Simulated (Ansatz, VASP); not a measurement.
## Ir: VASP beside Ansatz

```
CELL_PARAMETERS angstrom
0.00000 2.07328 1.99649
2.07328 0.00000 1.99649
2.07328 2.07328 0.00000
ATOMIC_POSITIONS crystal
Ir 0.00000 0.00000 0.00000
```

Change from the starting cell: strain +0.080 along x and y, +0.040 along z, atoms carried along.

Alike in both runs: task single point; functional PBE; k mesh 22 × 22 × 22; occupations gaussian, width 0.15 eV; no spin polarisation.

|  | VASP | Ansatz |
| --- | --- | --- |
| version | VASP 6.6.1 | Ansatz 0.2.0 |
| potentials or method | VASP PAW PBE potentials, release 64 (Ir), cutoff 520 eV | scalar-relativistic, plane waves, PAW |
| valence electrons in the cell | 9 | 17 |

VASP gave:

```
gap on the k mesh at the Fermi level (eV)                     : none
pressure (GPa)                                                : -37.3
traceless stress, the component that is largest in VASP (GPa) : 5.19
```

Estimate Ansatz's values.

gap on the k mesh at the Fermi level (eV): none; pressure (GPa): -37.6; traceless stress, the component that is largest in VASP (GPa): 5.24.

A gap of «none» marks a metal or a gap that the smearing closes. Both programs put the cell under strong tension, so it lies far from rest at this level. VASP's potentials hold 9 valence electrons a cell and Ansatz's 17, so a difference there can come from the potentials and not from the codes.

Spin-orbit coupling is off throughout. Noted on VASP's run: the cell as given lies far from equilibrium.
